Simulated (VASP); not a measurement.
**ZnSiP2: single point with r2SCAN**

Crystal: ZnSiP2.

```xyz
8
Lattice="-2.7161 2.7161 5.2825 2.7161 -2.7161 5.2825 2.7161 2.7161 -5.2825" Properties=species:S:1:pos:R:3 pbc="T T T"
Zn    0.0000    0.0000    0.0000
Zn    0.0000    2.7161    2.6412
Si    0.0000    0.0000    5.2825
Si    2.7161    0.0000    2.6412
P     1.4550    1.3580    1.3206
P     1.2610    1.3580    6.6031
P     1.3580    3.9771   -1.3206
P     1.3580   -1.2610    3.9619
```

- Program: VASP 6.6.1
- Task: single point
- Functional: r2SCAN
- Potentials or basis: VASP PAW PBE potentials, release 64 (Zn, Si, P)
- Cutoff: 550 eV
- k mesh: 8 × 8 × 8
- Occupations: gaussian, width 0.02 eV
- Spin: no spin polarisation
- Dipole correction: no
- Further INCAR settings: ALGO = Normal; EDIFF = 1e-06; NBANDS = 36

- Pressure: -2.8 GPa
- Largest force: 0.037 eV/Å
- Band gap on the k mesh: 1.63 eV

Forces in eV/Å, atoms in the order of the input:
```
Zn   0.000  0.000  0.000
Zn   0.000  0.000  0.000
Si   0.000  0.000  0.000
Si   0.000  0.000  0.000
P    0.037  0.000  0.000
P   -0.037  0.000  0.000
P    0.000 -0.037  0.000
P    0.000  0.037  0.000
```

Levels at points of the mesh, in eV from the valence-band top:
| k point | band 22 | band 23 | band 24 | band 25 | band 26 | band 27 | band 28 | band 29 | band 30 | band 31 |
| --- | --- | --- | --- | --- | --- | --- | --- | --- | --- | --- |
| (0.00, 0.00, 0.00) | -2.33 | -2.33 | -0.13 | -0.13 | 0.00 | 1.63 | 2.22 | 2.91 | 3.60 | 3.60 |
| (0.50, 0.00, 0.00) | -2.75 | -2.16 | -1.74 | -1.43 | -0.76 | 3.03 | 3.18 | 3.25 | 4.56 | 4.67 |
| (0.50, 0.50, 0.00) | -1.86 | -1.05 | -1.05 | -0.55 | -0.55 | 2.27 | 2.27 | 3.48 | 3.48 | 4.22 |
| (0.50, 0.50, 0.50) | -2.18 | -1.90 | -1.90 | -1.10 | -1.10 | 1.84 | 1.84 | 2.03 | 2.03 | 2.90 |

It took 40 min on 1 thread of Oxide Virtual Turin-like Processor, on a shared host, peak memory 0.55 GiB.

Caveat: the PAW data sets were made with another functional, which shifts forces and pressure a little. A k mesh can miss the band edges.
